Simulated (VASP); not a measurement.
# DyW2 in VASP: single point with RPBE+U

Aim: the single point of DyW2 with RPBE+U.

Everything below comes from runs of VASP 6.6.1. Logs are shortened: lines on timing, memory, paths and dates and some standing lists are left out, and cuts for length are marked.

## Step 1: The cell of the first run

The typed cell holds 3 atoms: a = 3.911 Å, b = 3.911 Å, c = 4.922 Å, α = 90.00°, β = 90.00°, γ = 120.00°.

## Step 2: Single point, RPBE+U, collinear spin, ferromagnetic start

Input file INCAR:

```
SYSTEM = DyW2
ALGO     = Normal         ! electronic algorithm
EDIFF    = 1E-7           ! SCF threshold, eV
ENCUT    = 520            ! plane-wave cutoff, eV
GGA      = RP             ! functional
ISIF     = 2              ! what is computed and relaxed
ISMEAR   = -1             ! smearing method
ISPIN    = 2              ! spin polarisation
LASPH    = .True.         ! aspherical terms in the spheres
LCHARG   = .False.        ! write CHGCAR
LDAU     = .True.         ! DFT+U
LDAUJ    = 0 0          
LDAUL    = -1 2           ! shell
LDAUPRINT= 1            
LDAUTYPE = 2            
LDAUU    = 0 3            ! U, eV
LMAXMIX  = 6              ! l up to which the mixer works
LORBIT   = 11             ! projections on sites
LREAL    = .False.        ! projectors in reciprocal space
LWAVE    = .False.        ! write WAVECAR
MAGMOM   = 4.7 0 0        ! initial moments
NBANDS   = 35             ! bands
NELM     = 150            ! most SCF steps
PREC     = Accurate       ! precision mode
SIGMA    = 0.1            ! smearing width, eV
```

Input file KPOINTS:

```
k-points
0
Gamma
  5 5 4
  0 0 0
```

Input file POSCAR:

```
DyW2
1.0
    3.9105740500      0.0000000000      0.0000000000
   -1.9552870200      3.3866582800      0.0000000000
    0.0000000000      0.0000000000      4.9215676100
Dy W
1 2
Direct
    0.0000000000      0.0000000000      0.0000000000
    0.3333000000      0.6667000000      0.4060000000
    0.6667000000      0.3333000000      0.5940000000
```

Potentials or basis: VASP PAW PBE potentials, release 64 (Dy, W_sv).

The run is started by

```sh
$ cat potpaw_PBE.64/Dy/POTCAR potpaw_PBE.64/W_sv/POTCAR > POTCAR
$ mpirun -np 1 vasp_std > vasp.out
```

OUTCAR:

```text
SYSTEM = DyW2
   EDIFF = 1E-7
   ENCUT = 520
   GGA = RP
   ISIF = 2
   ISMEAR = -1
   ISPIN = 2
   LASPH = .True.
   LORBIT = 11
   LREAL = .False.
   NELM = 150
   PREC = Accurate

 ion  position               nearest neighbor table
   1  0.000  0.000  0.000-   2 3.01   3 3.01   3 3.02   2 3.02   3 3.02   2 3.02
   2  0.333  0.667  0.406-   3 2.44   3 2.44   3 2.44   1 3.01   1 3.02   1 3.02
   3  0.667  0.333  0.594-   2 2.44   2 2.44   2 2.44   1 3.01   1 3.02   1 3.02

  LATTYP: Found a hexagonal cell.
 ALAT       =     3.9105740500
 C/A-ratio  =     1.2585281718

  Lattice vectors:

 A1 = (   3.9105740500,   0.0000000000,   0.0000000000)
 A2 = (  -1.9552870200,   3.3866582800,   0.0000000000)
 A3 = (   0.0000000000,   0.0000000000,   4.9215676100)

Analysis of symmetry for initial positions (statically):
=====================================================================
 Subroutine PRICEL returns:
 Original cell was already a primitive cell.

 Routine SETGRP: Setting up the symmetry group for a
 hexagonal supercell.

 Subroutine GETGRP returns: Found  4 space group operations
 (whereof  4 operations were pure point group operations)
 out of a pool of 24 trial point group operations.

The static configuration has the point symmetry C_2h.

Analysis of symmetry for dynamics (positions and initial velocities):
=====================================================================
 Subroutine PRICEL returns:
 Original cell was already a primitive cell.

 Routine SETGRP: Setting up the symmetry group for a
 hexagonal supercell.

 Subroutine GETGRP returns: Found  4 space group operations
 (whereof  4 operations were pure point group operations)
 out of a pool of 24 trial point group operations.

The dynamic configuration has the point symmetry C_2h.

Analysis of structural, dynamic, and magnetic symmetry:
=====================================================================
 Subroutine PRICEL returns:
 Original cell was already a primitive cell.

 Routine SETGRP: Setting up the symmetry group for a
 hexagonal supercell.

 Subroutine GETGRP returns: Found  4 space group operations
 (whereof  4 operations were pure point group operations)
 out of a pool of 24 trial point group operations.

The overall configuration has the point symmetry C_2h.

 Subroutine INISYM returns: Found  4 space group operations
 (whereof  4 operations are pure point group operations),
 and found     1 'primitive' translations

----------------------------------------------------------------------------------------

                                     Primitive cell

  volume of cell :      65.1801

  direct lattice vectors                    reciprocal lattice vectors
     3.910574050  0.000000000  0.000000000     0.255716932  0.147638161  0.000000000
[... 137 lines left out ...]
 -0.0000  0.4053  0.0000  0.0000 -0.0808
 -0.0000  0.0000  0.2750 -0.0001  0.0000
 -0.0808  0.0000 -0.0001  0.4052 -0.0000
 -0.0000 -0.0808  0.0000 -0.0000  0.3678

spin component  2

  0.3665 -0.0000 -0.0000 -0.0778 -0.0000
 -0.0000  0.4045  0.0000  0.0001 -0.0778
 -0.0000  0.0000  0.2847 -0.0001  0.0000
 -0.0778  0.0001 -0.0001  0.4044 -0.0000
 -0.0000 -0.0778  0.0000 -0.0000  0.3664

 occupancies and eigenvectors

  o =  0.2750  v =  0.0018 -0.0009  1.0000  0.0016 -0.0010  0.0000  0.0000  0.0000  0.0000  0.0000      0.0000  0.0000  0.0000  0.0000  0.0000  0.0000  0.0000  0.0000  0.0000  0.0000
  o =  0.2847  v =  0.0000  0.0000  0.0000  0.0000  0.0000  0.0023 -0.0012  1.0000  0.0021 -0.0013      0.0000  0.0000  0.0000  0.0000  0.0000  0.0000  0.0000  0.0000  0.0000  0.0000
  o =  0.3036  v =  0.3935  0.5378 -0.0000  0.3127  0.6768  0.0000  0.0000  0.0000  0.0000  0.0000      0.0000  0.0000  0.0000  0.0000  0.0000  0.0000  0.0000  0.0000  0.0000  0.0000
  o =  0.3036  v =  0.6766 -0.3129 -0.0027  0.5382 -0.3934  0.0000  0.0000  0.0000  0.0000  0.0000      0.0000  0.0000  0.0000  0.0000  0.0000  0.0000  0.0000  0.0000  0.0000  0.0000
  o =  0.3054  v =  0.0000  0.0000  0.0000  0.0000  0.0000  0.3964  0.5332 -0.0000  0.3110  0.6796      0.0000  0.0000  0.0000  0.0000  0.0000  0.0000  0.0000  0.0000  0.0000  0.0000
  o =  0.3054  v =  0.0000  0.0000  0.0000  0.0000  0.0000  0.6791 -0.3113 -0.0036  0.5337 -0.3962      0.0000  0.0000  0.0000  0.0000  0.0000  0.0000  0.0000  0.0000  0.0000  0.0000
  o =  0.4655  v =  0.0000  0.0000  0.0000  0.0000  0.0000 -0.5357 -0.3918 -0.0003  0.6817  0.3079      0.0000  0.0000  0.0000  0.0000  0.0000  0.0000  0.0000  0.0000  0.0000  0.0000
  o =  0.4656  v =  0.0000  0.0000  0.0000  0.0000  0.0000  0.3076 -0.6821  0.0000 -0.3921  0.5352      0.0000  0.0000  0.0000  0.0000  0.0000  0.0000  0.0000  0.0000  0.0000  0.0000
  o =  0.4695  v = -0.5399 -0.3896 -0.0001  0.6788  0.3099  0.0000  0.0000  0.0000  0.0000  0.0000      0.0000  0.0000  0.0000  0.0000  0.0000  0.0000  0.0000  0.0000  0.0000  0.0000
  o =  0.4695  v =  0.3097 -0.6790  0.0000 -0.3898  0.5396  0.0000  0.0000  0.0000  0.0000  0.0000      0.0000  0.0000  0.0000  0.0000  0.0000  0.0000  0.0000  0.0000  0.0000  0.0000

atom =   3  type =  2  l = 2

 onsite density matrix

spin component  1

  0.3679 -0.0000 -0.0000 -0.0808 -0.0000
 -0.0000  0.4053  0.0000  0.0000 -0.0808
 -0.0000  0.0000  0.2750 -0.0001  0.0000
 -0.0808  0.0000 -0.0001  0.4052 -0.0000
 -0.0000 -0.0808  0.0000 -0.0000  0.3678

spin component  2

  0.3665 -0.0000 -0.0000 -0.0778 -0.0000
 -0.0000  0.4045  0.0000  0.0001 -0.0778
 -0.0000  0.0000  0.2847 -0.0001  0.0000
 -0.0778  0.0001 -0.0001  0.4044 -0.0000
 -0.0000 -0.0778  0.0000 -0.0000  0.3664

 occupancies and eigenvectors

  o =  0.2750  v =  0.0018 -0.0009  1.0000  0.0016 -0.0010  0.0000  0.0000  0.0000  0.0000  0.0000      0.0000  0.0000  0.0000  0.0000  0.0000  0.0000  0.0000  0.0000  0.0000  0.0000
  o =  0.2847  v =  0.0000  0.0000  0.0000  0.0000  0.0000  0.0023 -0.0012  1.0000  0.0021 -0.0013      0.0000  0.0000  0.0000  0.0000  0.0000  0.0000  0.0000  0.0000  0.0000  0.0000
  o =  0.3036  v =  0.3935  0.5378 -0.0000  0.3127  0.6768  0.0000  0.0000  0.0000  0.0000  0.0000      0.0000  0.0000  0.0000  0.0000  0.0000  0.0000  0.0000  0.0000  0.0000  0.0000
  o =  0.3036  v =  0.6766 -0.3129 -0.0027  0.5382 -0.3934  0.0000  0.0000  0.0000  0.0000  0.0000      0.0000  0.0000  0.0000  0.0000  0.0000  0.0000  0.0000  0.0000  0.0000  0.0000
  o =  0.3054  v =  0.0000  0.0000  0.0000  0.0000  0.0000  0.3964  0.5332 -0.0000  0.3110  0.6796      0.0000  0.0000  0.0000  0.0000  0.0000  0.0000  0.0000  0.0000  0.0000  0.0000
  o =  0.3054  v =  0.0000  0.0000  0.0000  0.0000  0.0000  0.6791 -0.3113 -0.0036  0.5337 -0.3962      0.0000  0.0000  0.0000  0.0000  0.0000  0.0000  0.0000  0.0000  0.0000  0.0000
  o =  0.4655  v =  0.0000  0.0000  0.0000  0.0000  0.0000 -0.5357 -0.3918 -0.0003  0.6817  0.3079      0.0000  0.0000  0.0000  0.0000  0.0000  0.0000  0.0000  0.0000  0.0000  0.0000
  o =  0.4656  v =  0.0000  0.0000  0.0000  0.0000  0.0000  0.3076 -0.6821  0.0000 -0.3921  0.5352      0.0000  0.0000  0.0000  0.0000  0.0000  0.0000  0.0000  0.0000  0.0000  0.0000
  o =  0.4695  v = -0.5399 -0.3896 -0.0001  0.6788  0.3099  0.0000  0.0000  0.0000  0.0000  0.0000      0.0000  0.0000  0.0000  0.0000  0.0000  0.0000  0.0000  0.0000  0.0000  0.0000
  o =  0.4695  v =  0.3097 -0.6790  0.0000 -0.3898  0.5396  0.0000  0.0000  0.0000  0.0000  0.0000      0.0000  0.0000  0.0000  0.0000  0.0000  0.0000  0.0000  0.0000  0.0000  0.0000

 number of electron      47.9999990 magnetization       4.7469343

 Free energy of the ion-electron system (eV)
  ---------------------------------------------------
  ext. energy  EPLUGINS =         0.00000000
  ---------------------------------------------------
  free energy    TOTEN  =       -22.43115074 eV

  energy without entropy =      -22.26364986  energy(sigma->0) =      -22.34740030

 E-fermi :   6.3935     XC(G=0): -11.6565

 val. band max:        6.3900380798   @ k =   0.2000   0.0000   0.0000
 cond. band min:       6.4541180912   @ k =   0.0000   0.2000   0.2500
 fundamental gap:      0.0640800114
 Fermi energy:         6.3934902071

 spin component 1

 k-point     1 :       0.0000    0.0000    0.0000
  band No.  band energies     occupation
      1     -67.2420      1.00000
      2     -66.8979      1.00000
      3     -40.3849      1.00000
      4     -32.0186      1.00000
      5     -32.0170      1.00000
      6     -31.4423      1.00000
[... 1817 lines left out ...]
     34      11.6526      0.00000
     35      12.1474      0.00000

 [... further k-points ...]

------------------------ aborting loop because EDIFF is reached ----------------------------------------

  FORCE on cell =-STRESS in cart. coord.  units (eV):
  Direction    XX          YY          ZZ          XY          YZ          ZX
  --------------------------------------------------------------------------------------
  -------------------------------------------------------------------------------------
  Total        7.7757514      7.7828333      3.2131446      0.0061259      0.0020023     -0.0034570
  in kB      191.1338480    191.3079258     78.9815233      0.1505791      0.0492178     -0.0849759
  external PRESSURE =     153.8077657 kB  Pullay stress =       0.0000000 kB

 VOLUME and BASIS-vectors are now :
 -----------------------------------------------------------------------------
  energy-cutoff  :      520.00
  volume of cell :       65.18
      direct lattice vectors                 reciprocal lattice vectors
     3.910574050  0.000000000  0.000000000     0.255716932  0.147638161  0.000000000
    -1.955287020  3.386658280  0.000000000     0.000000000  0.295276322  0.000000000
     0.000000000  0.000000000  4.921567610     0.000000000  0.000000000  0.203187293

 POSITION                                       TOTAL-FORCE (eV/Angst)
 -----------------------------------------------------------------------------------
      0.00000      0.00000      0.00000        -0.000000      0.000000      0.000000
     -0.00020      2.25789      1.99816         0.007066     -0.004079     -1.488604
      1.95548      1.12877      2.92341        -0.007066      0.004079      1.488604
 -----------------------------------------------------------------------------------
    total drift:                                0.000000      0.000000      0.000000

  FREE ENERGIE OF THE ION-ELECTRON SYSTEM (eV)
  ---------------------------------------------------
  free  energy   TOTEN  =       -22.4311507375 eV

  energy  without entropy=      -22.2636498634  energy(sigma->0) =      -22.34740030

 total charge

# of ion       s       p       d       f       tot
--------------------------------------------------
    1        2.136   5.865   0.618   9.217  17.836
    2        2.523   6.177   3.592   0.000  12.292
    3        2.523   6.177   3.592   0.000  12.292
--------------------------------------------------
tot          7.182  18.219   7.802   9.217  42.419

 magnetization (x)

# of ion       s       p       d       f       tot
--------------------------------------------------
    1        0.009  -0.053   0.046   4.641   4.644
    2        0.000   0.003  -0.005   0.000  -0.002
    3        0.000   0.003  -0.005   0.000  -0.002
--------------------------------------------------
tot          0.010  -0.048   0.036   4.641   4.639
```

It took 41 min on 1 thread of Intel Xeon Platinum 8259CL at 2.50GHz (Skylake/Cascade Lake), shared host; peak memory 0.31 GiB.

What came out:

* Free energy: -22.4312 eV
* Pressure: 15.4 GPa
* Largest force: 1.489 eV/Å
* Net moment: 4.75 μB per cell
* Site moments: Dy +4.64; W -0.00 μB
* Valence electrons inside the program's atomic spheres: Dy 17.84; W 12.29

Forces on the atoms (eV/Å):
```
Dy   0.000  0.000  0.000
W    0.007 -0.004 -1.489
W   -0.007  0.004  1.489
```

Eigenvalues of the final occupation matrices:
| site | spin | trace | eigenvalues |
| --- | --- | --- | --- |
| site 2 d | 1 | 1.82 | 0.27 0.30 0.30 0.47 0.47 |
| site 2 d | 2 | 1.83 | 0.28 0.31 0.31 0.47 0.47 |
| site 3 d | 1 | 1.82 | 0.27 0.30 0.30 0.47 0.47 |
| site 3 d | 2 | 1.83 | 0.28 0.31 0.31 0.47 0.47 |

Caveat: the k points lie up to 0.37 Å⁻¹ apart; the magnetic or orbital state may not be the lowest; the PAW data sets were made with another functional, which shifts forces and pressure a little; spin-orbit coupling is left out, which moves the levels of the heavy elements.
